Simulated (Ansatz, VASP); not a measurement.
## One calculation of Al2Co, two programs

INCAR

```
SYSTEM = Al2Co
PREC = Accurate
ENCUT = 600
EDIFF = 1E-6
ISMEAR = 0
SIGMA = 0.1
LREAL = .False.
LASPH = .True.
NELM = 80
ALGO = Fast
ISIF = 3
LWAVE = .False.
LCHARG = .False.
GGA = PE
IBRION = 2
NSW = 90
EDIFFG = -0.04
```

The input KPOINTS:

```
Automatic mesh
0
Gamma
  4 4 4
  0 0 0
```

File POSCAR:

```
Al2Co
1.0
    0.0000000000      3.4327171253      3.4327171253
    3.4327171253      0.0000000000      3.4327171253
    3.4327171253      3.4327171253      0.0000000000
Al Co
4 2
Direct
    0.6250000000      0.6250000000      0.6250000000
    0.1250000000      0.6250000000      0.6250000000
    0.6250000000      0.6250000000      0.1250000000
    0.6250000000      0.1250000000      0.6250000000
    0.0000000000      0.0000000000      0.0000000000
    0.2500000000      0.2500000000      0.2500000000
```

Input for Ansatz:

```yaml
crystal:
  lattice:
    - [0.0, 3.4327171253, 3.4327171253]
    - [3.4327171253, 0.0, 3.4327171253]
    - [3.4327171253, 3.4327171253, 0.0]
  atoms:
    - { symbol: Al, position: [0.625, 0.625, 0.625] }
    - { symbol: Al, position: [0.125, 0.625, 0.625] }
    - { symbol: Al, position: [0.625, 0.625, 0.125] }
    - { symbol: Al, position: [0.625, 0.125, 0.625] }
    - { symbol: Co, position: [0.0, 0.0, 0.0] }
    - { symbol: Co, position: [0.25, 0.25, 0.25] }
basis:
  ecutwfc: 420
kpoints:
  mp_grid: { grid: [4, 4, 4] }
hamiltonian:
  xc: pbe
scf:
  occupations: { method: gaussian, width: 0.1 }
  lower_state_search: "off"
output:
  forces: true
  stress: true
  eigenvalues: true
relax:
  adjacent_minimum: "off"
  f_tol: 0.04
  max_steps: 70
  cell: { stress_tol: 0.4 }
```

Alike in both runs: task relaxation of cell and atoms; functional PBE; k mesh 4 × 4 × 4; occupations gaussian, width 0.1 eV; no spin polarisation.

|  | VASP | Ansatz |
| --- | --- | --- |
| version | VASP 6.6.1 | Ansatz 0.2.0 |
| potentials or method | VASP PAW PBE potentials, release 64 (Al, Co), cutoff 600 eV | scalar-relativistic, plane waves, PAW |
| valence electrons in the cell | 30 | 46 |

Ansatz gave:

```
gap on the k mesh at the Fermi level, each at its own relaxed structure (eV) : none
relaxed volume (Å³/atom)                                                     : 13.96
relaxed cell length with the largest relative difference (Å)                 : 4.911
```

Question: What did VASP give for the same quantities?

Answer: gap on the k mesh at the Fermi level, each at its own relaxed structure (eV): none; relaxed volume (Å³/atom): 14.01; relaxed cell length with the largest relative difference (Å): 4.918.

A gap of «none» marks a metal or a gap that the smearing closes. VASP's potentials hold 30 valence electrons a cell and Ansatz's 46, so a difference there can come from the potentials and not from the codes.

The k mesh is coarse, so the values compare programs but aren't converged.
